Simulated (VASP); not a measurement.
The system is SiSe.

```
Si Se
1.0
     3.49416    0.00000    0.00000
    -1.74708    3.02603    0.00000
     0.00000    0.00000    3.36594
Si Se
1 1
Direct
  0.66667 0.33333 0.50000
  0.00000 0.00000 0.00000
```

```yaml
Program: VASP 6.6.1
Task: relaxation of cell and atoms
Functional: PBE
Potentials_or_basis: VASP PAW PBE potentials, release 64 (Si, Se)
Cutoff: 600 eV
k_mesh: 6 × 6 × 6
Occupations: gaussian, width 0.1 eV
Spin: no spin polarisation
```

At the start: pressure 10.7 GPa; volume 17.79 Å³/atom.

Question: Where does the relaxation end?

Answer: Over 5 steps the energy falls by 88.0 meV/atom and the volume is 20.23 Å³/atom (+13.7 %); space group P-6m2 (No. 187, to 0.05 Å).

The path:
```
step  energy change (eV)  largest force (eV/Å)  pressure (GPa)  volume (Å³)
   1              0.0000                0.0000           10.73        35.59
   2             -0.1596                0.0000           -2.34        42.05
   3             -0.1756                0.0000            0.14        40.38
   4             -0.1756                0.0000           -0.03        40.48
   5             -0.1759                0.0000            0.10        40.46
```

Final structure:
```
CELL_PARAMETERS angstrom
3.60411 0.00000 0.00000
-1.80206 3.12125 0.00000
0.00000 0.00000 3.59629
ATOMIC_POSITIONS crystal
Si 0.66667 0.33333 0.50000
Se 0.00000 0.00000 0.00000
```
